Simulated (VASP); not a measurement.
Here is a VASP 6.6.1 calculation.

The input INCAR:

```
SYSTEM = Cr
PREC = Accurate ; ENCUT = 520
EDIFF = 1E-6 ; ISMEAR = 0
SIGMA = 0.15 ; LREAL = .FALSE.
LASPH = .TRUE. ; NELM = 60
ALGO = Normal ; ISIF = 2
LWAVE = .FALSE. ; LCHARG = .TRUE.
GGA = PS ; LELF = .TRUE.
LVHAR = .TRUE. ; NBANDS = 12
```

Contents of KPOINTS:

```
Automatic mesh
0
G
  24 24 24
  0 0 0
```

File POSCAR:

```
Cr
1.0
   -1.3698525000      1.3698525000      1.4419500000
    1.3698525000     -1.3698525000      1.4419500000
    1.3698525000      1.3698525000     -1.4419500000
Cr
1
Direct
    0.0000000000      0.0000000000      0.0000000000
```

Potentials or basis: VASP PAW PBE potentials, release 64 (Cr_pv).

The run is started by

```sh
$ cat potpaw_PBE.64/Cr_pv/POTCAR > POTCAR
$ mpirun -np 1 vasp_std > vasp.out
```

(1) What does it give for the band gap on the k mesh?

(2) What does it give for the pressure?

Results:

(1) zero (band 6 reaches 14.41 eV, above the bottom of band 7 at 11.04 eV).

(2) 8.7 GPa.

Caveat: the cell differs from its parent crystal (strain -0.050 along x and y, +0.000 along z); the PAW data sets were made with another functional, which shifts forces and pressure a little; the run has no spin polarisation, though such a crystal can be magnetic.
